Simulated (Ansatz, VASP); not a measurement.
One calculation of MgB2, two programs

INCAR

```
SYSTEM = MgB2
ALGO = Normal
EDIFF = 1E-6
ENCUT = 520
GGA = CA
ISIF = 2
ISMEAR = -1
LASPH = .TRUE.
LCHARG = .FALSE.
LREAL = .FALSE.
LWAVE = .FALSE.
NBANDS = 11
NELM = 80
PREC = Accurate
SIGMA = 0.05
```

File KPOINTS:

```
k-points
0
G
  10 10 8
  0 0 0
```

POSCAR

```
MgB2
1.0
    3.0642946782      0.0000000000      0.0000000000
   -1.5321473391      2.6537570360      0.0000000000
    0.0000000000      0.0000000000      3.4993549923
Mg B
1 2
Direct
    0.0000000000      0.0000000000      0.0000000000
    0.6666666667      0.3333333333      0.5000000000
    0.3333333333      0.6666666667      0.5000000000
```

input.yaml

```yaml
crystal:
  lattice:
    - [3.0642946782, 0.0, 0.0]
    - [-1.5321473391, 2.653757036, 0.0]
    - [0.0, 0.0, 3.4993549923]
  atoms:
    - { symbol: Mg, position: [0.0, 0.0, 0.0] }
    - { symbol: B, position: [0.6666666667, 0.3333333333, 0.5] }
    - { symbol: B, position: [0.3333333333, 0.6666666667, 0.5] }
kpoints:
  mp_grid: { grid: [10, 10, 8] }
scf:
  occupations: { method: fermi_dirac, width: 0.05 }
hamiltonian:
  xc: lda
  pseudopotentials: { kind: all_electron, lapw: { basis_error: 0.002 } }
output:
  forces: true
  stress: true
  eigenvalues: true
```

Change from the starting cell: volume scaled by 0.98.

Alike in both runs: task single point; functional LDA; k mesh 10 × 10 × 8; occupations fermi-dirac, width 0.05 eV; no spin polarisation.

|  | VASP | Ansatz |
| --- | --- | --- |
| version | VASP 6.6.1 | Ansatz 0.2.0 |
| potentials or method | VASP PAW LDA potentials, release 64 (Mg, B), cutoff 520 eV | all-electron LAPW, scalar-relativistic |

VASP gave:

| Property | Result |
| --- | --- |
| gap on the k mesh at the Fermi level (eV) | none |
| pressure (GPa) | -5.2 |
| traceless stress, the component that is largest in VASP (GPa) | -0.41 |

Task: What did Ansatz give for the same quantities?

Result: gap on the k mesh at the Fermi level (eV): none; pressure (GPa): -4.6; traceless stress, the component that is largest in VASP (GPa): -0.29.

LDA's correlation is that of Perdew and Zunger in VASP and of Perdew and Wang (1992) in Ansatz. A gap of «none» marks a metal or a gap that the smearing closes. Ansatz ran all-electron here, and VASP with PAW potentials.
